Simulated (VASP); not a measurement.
# KRu3 (Fm-3m) in VASP: a series of runs

The runs below take KRu3 through single point, relaxation of cell and atoms, with PBE.

Program: VASP 6.6.1. These are calculated values, not measurements. Logs are shortened: lines on timing, memory, paths and dates and some standing lists are left out, and cuts for length are marked.

### Step 1. The cell of the first run

Symmetry: Fm-3m, No. 225, cubic system. The conventional cell has a = 6.374 Å, b = 6.374 Å, c = 6.374 Å, α = 90.00°, β = 90.00°, γ = 90.00°. K (site symmetry m-3m) has 14 Ru at 2.76 to 3.19 Å within 3.6 Å. Ru (site symmetry -43m) has 4 K at 2.76 Å and 10 Ru at 2.76 to 3.19 Å within 3.6 Å. Within 3.6 Å of Ru (site symmetry m-3m) lie 8 Ru at 2.76 Å and 6 K at 3.19 Å.

### Step 2. Single point, PBE

Input file INCAR:

```
PREC = Accurate
ENCUT = 520
EDIFF = 1E-6
ISMEAR = 0
SIGMA = 0.1
LREAL = F
LASPH = T
NELM = 100
ALGO = Normal
ISIF = 2
LWAVE = F
LCHARG = F
GGA = PE
NBANDS = 34
```

Input file KPOINTS:

```
regular mesh
0
Gamma
  12 12 12
```

Input file POSCAR:

```
KRu3
1.0
    0.0000000000      3.1869403879      3.1869403879
    3.1869403879      0.0000000000      3.1869403879
    3.1869403879      3.1869403879      0.0000000000
K Ru
1 3
Direct
    0.0000000000      0.0000000000      0.0000000000
    0.7500000000      0.7500000000      0.7500000000
    0.5000000000      0.5000000000      0.5000000000
    0.2500000000      0.2500000000      0.2500000000
```

Potentials or basis: VASP PAW PBE potentials, release 64 (K_sv, Ru_pv).

The run is started by

```bash
$ cat potpaw_PBE.64/K_sv/POTCAR potpaw_PBE.64/Ru_pv/POTCAR > POTCAR
$ mpirun -np 1 vasp_std > vasp.out
```

OUTCAR:

```text
PREC = Accurate
   ENCUT = 520
   EDIFF = 1E-6
   ISMEAR = 0
   LREAL = F
   LASPH = T
   NELM = 100
   ISIF = 2
   GGA = PE

 ion  position               nearest neighbor table
   1  0.000  0.000  0.000-   2 2.76   2 2.76   2 2.76   2 2.76   4 2.76   4 2.76   4 2.76   4 2.76
                             3 3.19   3 3.19   3 3.19   3 3.19   3 3.19   3 3.19
   2  0.750  0.750  0.750-   3 2.76   3 2.76   3 2.76   1 2.76   3 2.76   1 2.76   1 2.76   1 2.76
                             4 3.19   4 3.19   4 3.19   4 3.19   4 3.19   4 3.19
   3  0.500  0.500  0.500-   4 2.76   4 2.76   4 2.76   2 2.76   4 2.76   2 2.76   2 2.76   2 2.76
                             1 3.19   1 3.19   1 3.19   1 3.19   1 3.19   1 3.19
   4  0.250  0.250  0.250-   1 2.76   1 2.76   1 2.76   1 2.76   3 2.76   3 2.76   3 2.76   3 2.76
                             2 3.19   2 3.19   2 3.19   2 3.19   2 3.19   2 3.19

  LATTYP: Found a face centered cubic cell.
 ALAT       =     6.3738807758

  Lattice vectors:

 A1 = (   0.0000000000,   3.1869403879,   3.1869403879)
 A2 = (   3.1869403879,   0.0000000000,   3.1869403879)
 A3 = (   3.1869403879,   3.1869403879,   0.0000000000)

Analysis of symmetry for initial positions (statically):
=====================================================================
 Subroutine PRICEL returns:
 Original cell was already a primitive cell.

 Routine SETGRP: Setting up the symmetry group for a
 face centered cubic supercell.

 Subroutine GETGRP returns: Found 48 space group operations
 (whereof 48 operations were pure point group operations)
 out of a pool of 48 trial point group operations.

The static configuration has the point symmetry O_h .

Analysis of symmetry for dynamics (positions and initial velocities):
=====================================================================
 Subroutine PRICEL returns:
 Original cell was already a primitive cell.

 Routine SETGRP: Setting up the symmetry group for a
 face centered cubic supercell.

 Subroutine GETGRP returns: Found 48 space group operations
 (whereof 48 operations were pure point group operations)
 out of a pool of 48 trial point group operations.

The dynamic configuration has the point symmetry O_h .

 Subroutine INISYM returns: Found 48 space group operations
 (whereof 48 operations are pure point group operations),
 and found     1 'primitive' translations

----------------------------------------------------------------------------------------

[... 92 lines left out ...]
   LSORBIT =      F    spin-orbit coupling
   LASPH  =      T    aspherical Exc in radial PAW
   ENCUT  =  520.0 eV  38.22 Ry    6.18 a.u.   8.38  8.38  8.38*2*pi/ulx,y,z
   NELM   =    100;   NELMIN=  2; NELMDL= -5     # of ELM steps
   EDIFF  = 0.1E-05   stopping-criterion for ELM
   LREAL  =      F    real-space projection
   EDIFFG = 0.1E-04   stopping-criterion for IOM
   NSW    =      0    number of steps for IOM
   IBRION =     -1    ionic relax: 0-MD 1-quasi-New 2-CG
   NFREE  =      0    steps in history (QN), initial steepest desc. (CG)
   ISIF   =      2    stress and relaxation
   ISYM   =      2    0-nonsym 1-usesym 2-fastsym
   POTIM  = 0.5000    time-step for ionic-motion
   TEBEG  =    0.0;   TEEND  =   0.0 temperature during run
   PSTRESS=    0.0 pullay stress
   NELECT =      51.0000    total number of electrons
   NUPDOWN=      -1.0000    fix difference up-down
   EMIN   =  10.00;   EMAX   =-10.00  energy-range for DOS
   EFERMI =   0.00;   METHOD = LEGACY
   ISMEAR =     0;   SIGMA  =   0.10  broadening in eV -4-tet -1-fermi 0-gaus
   EFERMI_NEDOS =   21; number of points for ismear=-14 and -15
   IALGO  =     38    algorithm
   IMIX   =      4    mixing-type and parameters
     AMIX     =   0.40;   BMIX     =  1.00
     AMIX_MAG =   1.60;   BMIX_MAG =  1.00
  volume/ion in A,a.u.               =      16.18       109.22
  Fermi-wavevector in a.u.,A,eV,Ry     =   1.511985  2.857238 31.104280  2.286100
  Thomas-Fermi vector in A             =   2.621970
   LORBIT       =      0    0 simple, 1 ext, 2 COOP (PROOUT), +10 PAW based schemes
   GGA     = PE    functional components
   LHFCALC =     F    Hartree Fock is set to
   AEXX    =    0.0000 exact exchange contribution
   IVDW    =     0    specifies the selected vdW correction
   LEPSILON=     F    determine dielectric tensor
   LRPA    =     F    only Hartree local field effects (RPA)
 non-spin polarized calculation
 Gauss-broadening in eV      SIGMA  =   0.10
  energy-cutoff  :      520.00
  volume of cell :       64.74
 maximum number of plane-waves:      1807
 NGX is ok and might be reduce to    36
   NGX = 17   NGY = 17   NGZ = 17

 number of electron      50.9999997 magnetization

 Free energy of the ion-electron system (eV)
  ---------------------------------------------------
  ext. energy  EPLUGINS =         0.00000000
  ---------------------------------------------------
  free energy    TOTEN  =       -22.88898642 eV

  energy without entropy =      -22.84429520  energy(sigma->0) =      -22.86664081

 E-fermi :   8.4849     XC(G=0): -12.5165

 val. band max:        8.4765392909   @ k =  -0.2500   0.1667   0.0000
 cond. band min:       8.4912123840   @ k =   0.2500   0.0000   0.0000
 fundamental gap:      0.0146730931
 Fermi energy:         8.4848732479

 k-point     1 :       0.0000    0.0000    0.0000
  band No.  band energies     occupation
      1     -34.4066      2.00000
      2     -34.4066      2.00000
      3     -34.4066      2.00000
      4     -33.9609      2.00000
      5     -33.9609      2.00000
      6     -33.9609      2.00000
[... 877 lines left out ...]
     33      15.8086      0.00000
     34      16.4768      0.00000

 [... further k-points ...]
[... 5 lines left out ...]
  --------------------------------------------------------------------------------------
  -------------------------------------------------------------------------------------
  Total        0.2419580      0.2419580      0.2419580     -0.0000000     -0.0000000      0.0000000
  in kB        5.9882335      5.9882335      5.9882335     -0.0000000     -0.0000000      0.0000000
  external PRESSURE =       5.9882335 kB  Pullay stress =       0.0000000 kB

 VOLUME and BASIS-vectors are now :
 -----------------------------------------------------------------------------
  energy-cutoff  :      520.00
  volume of cell :       64.74
      direct lattice vectors                 reciprocal lattice vectors
     0.000000000  3.186940388  3.186940388    -0.156890289  0.156890289  0.156890289
     3.186940388  0.000000000  3.186940388     0.156890289 -0.156890289  0.156890289
     3.186940388  3.186940388  0.000000000     0.156890289  0.156890289 -0.156890289

 POSITION                                       TOTAL-FORCE (eV/Angst)
 -----------------------------------------------------------------------------------
      0.00000      0.00000      0.00000        -0.000000     -0.000000      0.000000
      4.78041      4.78041      4.78041        -0.000000     -0.000000     -0.000000
      3.18694      3.18694      3.18694        -0.000000     -0.000000      0.000000
      1.59347      1.59347      1.59347         0.000000      0.000000      0.000000
 -----------------------------------------------------------------------------------
    total drift:                                0.000000      0.000000      0.000000

  FREE ENERGIE OF THE ION-ELECTRON SYSTEM (eV)
  ---------------------------------------------------
  free  energy   TOTEN  =       -22.8889864225 eV

  energy  without entropy=      -22.8442952025  energy(sigma->0) =      -22.86664081
```

OSZICAR:

```text
N       E                     dE             d eps       ncg     rms          rms(c)
DAV:   1     0.588311084053E+03    0.58831E+03   -0.30140E+04  4896   0.160E+03
DAV:   2    -0.457770136803E+01   -0.59289E+03   -0.57603E+03  5198   0.503E+02
DAV:   3    -0.237877496218E+02   -0.19210E+02   -0.18560E+02  5664   0.913E+01
DAV:   4    -0.245512279724E+02   -0.76348E+00   -0.76079E+00  7336   0.129E+01
DAV:   5    -0.245599517644E+02   -0.87238E-02   -0.87210E-02  5690   0.148E+00    0.250E+01
DAV:   6    -0.245442767747E+02    0.15675E-01   -0.13022E+01  5102   0.265E+01    0.125E+01
DAV:   7    -0.238532428414E+02    0.69103E+00   -0.83423E+00  5046   0.224E+01    0.121E+01
DAV:   8    -0.229063442424E+02    0.94690E+00   -0.19925E+00  5124   0.109E+01    0.497E+00
DAV:   9    -0.228904068327E+02    0.15937E-01   -0.99806E-02  6364   0.210E+00    0.212E+00
DAV:  10    -0.228895601382E+02    0.84669E-03   -0.12919E-02  5642   0.101E+00    0.348E-01
DAV:  11    -0.228889921974E+02    0.56794E-03   -0.22364E-03  6244   0.352E-01    0.109E-01
DAV:  12    -0.228889980701E+02   -0.58728E-05   -0.20175E-04  6812   0.860E-02    0.521E-02
DAV:  13    -0.228889871417E+02    0.10928E-04   -0.28794E-05  5804   0.427E-02    0.153E-02
DAV:  14    -0.228889864225E+02    0.71919E-06   -0.24150E-06  4350   0.118E-02
   1 F= -.22888986E+02 E0= -.22866641E+02  d E =-.446912E-01
```

Wall time 62 s (1 thread of Intel Xeon 6975P-C (Granite Rapids), shared host); peak memory 0.29 GiB.

What came out:

| Item | Value |
| --- | --- |
| Free energy | -22.8890 eV |
| Pressure | 0.6 GPa |

### Step 3. Relaxation of cell and atoms, PBE

Input file INCAR:

```
SYSTEM = KRu3
PREC = Accurate
ENCUT = 600
EDIFF = 1E-7
ISMEAR = 0
SIGMA = 0.1
LREAL = .False.
LASPH = .True.
NELM = 100
ALGO = Normal
ISIF = 3
LWAVE = .False.
LCHARG = .False.
GGA = PE
IBRION = 2
NSW = 100
EDIFFG = -0.01
```

Input file KPOINTS:

```
Automatic mesh
0
Gamma
  12 12 12
  0 0 0
```

POSCAR is that of step 2.

Potentials or basis: VASP PAW PBE potentials, release 64 (K_sv, Ru_pv).

The run is started by

```bash
$ cat potpaw_PBE.64/K_sv/POTCAR potpaw_PBE.64/Ru_pv/POTCAR > POTCAR
$ mpirun -np 1 vasp_std > vasp.out
```

OUTCAR:

```text
SYSTEM = KRu3
   PREC = Accurate
   ENCUT = 600
   EDIFF = 1E-7
   ISMEAR = 0
   LREAL = .False.
   LASPH = .True.
   NELM = 100
   ISIF = 3
   GGA = PE
   IBRION = 2
   NSW = 100
   EDIFFG = -0.01

 ion  position               nearest neighbor table
   1  0.000  0.000  0.000-   2 2.76   2 2.76   2 2.76   2 2.76   4 2.76   4 2.76   4 2.76   4 2.76
                             3 3.19   3 3.19   3 3.19   3 3.19   3 3.19   3 3.19
   2  0.750  0.750  0.750-   3 2.76   3 2.76   3 2.76   1 2.76   3 2.76   1 2.76   1 2.76   1 2.76
                             4 3.19   4 3.19   4 3.19   4 3.19   4 3.19   4 3.19
   3  0.500  0.500  0.500-   4 2.76   4 2.76   4 2.76   2 2.76   4 2.76   2 2.76   2 2.76   2 2.76
                             1 3.19   1 3.19   1 3.19   1 3.19   1 3.19   1 3.19
   4  0.250  0.250  0.250-   1 2.76   1 2.76   1 2.76   1 2.76   3 2.76   3 2.76   3 2.76   3 2.76
[... 268 lines left out ...]
 Free energy of the ion-electron system (eV)
  ---------------------------------------------------
  ext. energy  EPLUGINS =         0.00000000
  ---------------------------------------------------
  free energy    TOTEN  =       -22.88965600 eV

  energy without entropy =      -22.84471272  energy(sigma->0) =      -22.86718436

 E-fermi :   8.4321     XC(G=0): -12.4940

 val. band max:        8.4239039578   @ k =  -0.2500   0.1667   0.0000
 cond. band min:       8.4385327119   @ k =   0.2500   0.0000   0.0000
 fundamental gap:      0.0146287541
 Fermi energy:         8.4320513981

 k-point     1 :       0.0000    0.0000    0.0000
  band No.  band energies     occupation
      1     -34.4520      2.00000
      2     -34.4520      2.00000
      3     -34.4520      2.00000
      4     -34.0070      2.00000
      5     -34.0070      2.00000
      6     -34.0070      2.00000
[... 781 lines left out ...]
     29       9.0778      0.00000
     30      10.2027      0.00000

 [... further k-points ...]
[... 5 lines left out ...]
  --------------------------------------------------------------------------------------
  -------------------------------------------------------------------------------------
  Total        0.0020484      0.0020484      0.0020484      0.0000000     -0.0000000      0.0000000
  in kB        0.0504969      0.0504969      0.0504969      0.0000000     -0.0000000      0.0000000
  external PRESSURE =       0.0504969 kB  Pullay stress =       0.0000000 kB
[... 19 lines left out ...]
  FREE ENERGIE OF THE ION-ELECTRON SYSTEM (eV)
  ---------------------------------------------------
  free  energy   TOTEN  =       -22.8896560031 eV

  energy  without entropy=      -22.8447127232  energy(sigma->0) =      -22.86718436

 reached required accuracy - stopping structural energy minimisation
```

Run time: 2.5 min. Hardware: 1 thread of Intel Xeon 6975P-C (Granite Rapids), shared host; peak memory 0.31 GiB.

Results:

```yaml
Free_energy: -22.8897 eV
Relaxed_volume: 16.25 Å³/atom
Relaxed_cell: a = 4.513 Å, b = 4.513 Å, c = 4.513 Å, α = 60.00°, β = 60.00°, γ = 60.00°
Space_group_after_relaxing_to_0.05_Å: Fm-3m (No. 225)
Energy_gained_by_relaxing: 0.1 meV/atom
Ionic_steps: 3
Pressure_after_relaxing: 0.0 GPa
```

The path:
```tsv
step	energy change (eV)	largest force (eV/Å)	pressure (GPa)	volume (Å³)
1	0.0000	0.0000	0.56	64.74
2	0.0001	0.0000	-0.58	65.26
3	-0.0004	0.0000	0.01	64.99
```

Final structure:
```
K Ru
1.0
     0.00000    3.19110    3.19110
     3.19110    0.00000    3.19110
     3.19110    3.19110    0.00000
K Ru
1 3
Cartesian
  0.0000 0.0000 0.0000
  4.7867 4.7867 4.7867
  3.1911 3.1911 3.1911
  1.5956 1.5956 1.5956
```

### Step 4. Single point, PBE

Input file INCAR:

```
SYSTEM = KRu3
PREC = Accurate
ENCUT = 520
EDIFF = 1E-6
ISMEAR = 0
SIGMA = 0.1
LREAL = .FALSE.
LASPH = .TRUE.
NELM = 100
ALGO = Normal
ISIF = 2
LWAVE = .FALSE.
LCHARG = .FALSE.
GGA = PE
NBANDS = 34
```

Input file KPOINTS:

```
Automatic mesh
0
G
  6 6 6
  0 0 0
```

POSCAR is that of step 3.

The run is started by

```bash
$ cat potpaw_PBE.64/K_sv/POTCAR potpaw_PBE.64/Ru_pv/POTCAR > POTCAR
$ mpirun -np 1 vasp_std > vasp.out
```

Wall time 18 s (1 thread of Intel Xeon 6975P-C (Granite Rapids), shared host); peak memory 0.21 GiB.

Results (log left out):

* Free energy: -22.8952 eV
* Pressure: 0.6 GPa

Levels at points of the mesh, in eV from the Fermi level:
```
           k point  band 23  band 24  band 25  band 26  band 27  band 28
(0.00, 0.00, 0.00)    -0.25    -0.25    -0.25     0.05     0.05     0.51
(0.50, 0.00, 0.00)    -1.67    -1.67    -1.45    -0.04    -0.04     0.74
(0.50, 0.50, 0.00)    -1.29    -0.41    -0.20     0.42     0.42     0.44
```

[end of part 1 of 2]
